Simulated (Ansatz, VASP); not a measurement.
## Cs: VASP beside Ansatz

INCAR

```
PREC = Accurate ; ENCUT = 520
EDIFF = 1E-6 ; ISMEAR = 0
SIGMA = 0.05 ; LREAL = F
LASPH = T ; NELM = 80
ALGO = Normal ; ISIF = 2
LWAVE = F ; LCHARG = F
GGA = PE ; NBANDS = 10
```

File KPOINTS:

```
regular mesh
0
Gamma
  12 12 12
```

File POSCAR:

```
Cs
1.0
   -2.9563300012      2.9563300012      2.9563300012
    2.9563300012     -2.9563300012      2.9563300012
    2.9563300012      2.9563300012     -2.9563300012
Cs
1
Direct
    0.0000000000      0.0000000000      0.0000000000
```

Input for Ansatz:

```yaml
crystal:
  lattice:
    - [-2.9563300012, 2.9563300012, 2.9563300012]
    - [2.9563300012, -2.9563300012, 2.9563300012]
    - [2.9563300012, 2.9563300012, -2.9563300012]
  atoms:
    - { symbol: Cs, position: [0.0, 0.0, 0.0] }
basis:
  ecutwfc: 420
  ecutrho_ratio: 4
kpoints:
  mp_grid: { grid: [12, 12, 12] }
hamiltonian:
  xc: pbe
scf:
  occupations: { method: gaussian, width: 0.05 }
output:
  forces: true
  stress: true
  eigenvalues: true
```

Alike in both runs: task single point; functional PBE; k mesh 12 × 12 × 12; occupations gaussian, width 0.05 eV; no spin polarisation.

|  | VASP | Ansatz |
| --- | --- | --- |
| version | VASP 6.6.1 | Ansatz 0.2.0 |
| potentials or method | VASP PAW PBE potentials, release 64 (Cs_sv), cutoff 520 eV | scalar-relativistic, plane waves, PAW |
| valence electrons in the cell | 9 | 9 |

```csv
,VASP,Ansatz,Ansatz less VASP
gap on the k mesh at the Fermi level (eV),none,none,-
pressure (GPa),0.3,0.3,+0.01
```

A gap of «none» marks a metal or a gap that the smearing closes.

Spin-orbit coupling is off throughout.
